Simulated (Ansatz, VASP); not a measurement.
One calculation of Ta, two programs

```
CELL_PARAMETERS angstrom
-1.65128 1.65128 1.77513
1.65128 -1.65128 1.77513
1.65128 1.65128 -1.77513
ATOMIC_POSITIONS crystal
Ta 0.00000 0.00000 0.00000
```

Change from the starting cell: strain +0.0750 x Voigt [0, 0, 1, 0, 0, 0], atoms carried along.

Alike in both runs: task single point; functional r2SCAN; k mesh 20 × 20 × 20; occupations gaussian, width 0.15 eV; no spin polarisation.

|  | VASP | Ansatz |
| --- | --- | --- |
| version | VASP 6.6.1 | Ansatz 0.2.0 |
| potentials or method | VASP PAW PBE potentials, release 64 (Ta_pv), cutoff 520 eV | scalar-relativistic, plane waves, PAW |
| valence electrons in the cell | 11 | 13 |

VASP gave:

* gap on the k mesh at the Fermi level (eV): none
* pressure (GPa): -11.5
* traceless stress, the component that is largest in VASP (GPa): -3.86

**Question.** Estimate Ansatz's values.

**Answer.** gap on the k mesh at the Fermi level (eV): none; pressure (GPa): -12.0; traceless stress, the component that is largest in VASP (GPa): -3.88.

VASP's potentials were made for PBE, not for r2SCAN. A gap of «none» marks a metal or a gap that the smearing closes. VASP's potentials hold 11 valence electrons a cell and Ansatz's 13, so a difference there can come from the potentials and not from the codes.

Spin-orbit coupling is off throughout.
